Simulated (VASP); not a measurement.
Input of a VASP 6.6.1 run:

Contents of INCAR:

```
SYSTEM = ZrC
ALGO     = Normal         ! electronic algorithm
EDIFF    = 1E-7           ! SCF threshold, eV
ENCUT    = 520            ! plane-wave cutoff, eV
GGA      = PE             ! functional
ISIF     = 2              ! what is computed and relaxed
ISMEAR   = -1             ! smearing method
LASPH    = .TRUE.         ! aspherical terms in the spheres
LCHARG   = .FALSE.        ! write CHGCAR
LREAL    = .FALSE.        ! projectors in reciprocal space
LWAVE    = .FALSE.        ! write WAVECAR
NBANDS   = 15             ! bands
NELM     = 60             ! most SCF steps
PREC     = Accurate       ! precision mode
SIGMA    = 0.05           ! smearing width, eV
```

KPOINTS

```
k-points
0
G
  15 15 15
  0 0 0
```

The input POSCAR:

```
ZrC
1.0
   -0.0235021000      2.3384589500      2.3384589500
    2.3384589500     -0.0235021000      2.3384589500
    2.3384589500      2.3384589500     -0.0235021000
Zr C
1 1
Direct
    0.5000000000      0.5000000000      0.5000000000
    0.0000000000      0.0000000000      0.0000000000
```

Potentials or basis: VASP PAW PBE potentials, release 64 (Zr_sv, C).

Command:

```sh
$ cat potpaw_PBE.64/Zr_sv/POTCAR potpaw_PBE.64/C/POTCAR > POTCAR
$ mpirun -np 1 vasp_std > vasp.out
```

Q: Estimate the pressure.

A: 1.4 GPa.

Q: What does it give for the band gap on the k mesh?

A: Zero (bands 8 and 9 overlap by 1.32 eV).

Stress tensor (GPa, compression positive):
```
1.44 1.52 1.52
1.52 1.44 1.52
1.52 1.52 1.44
```

Caveat: the cell differs from its parent crystal (equal xy, yz and zx shear strains of -1 %).
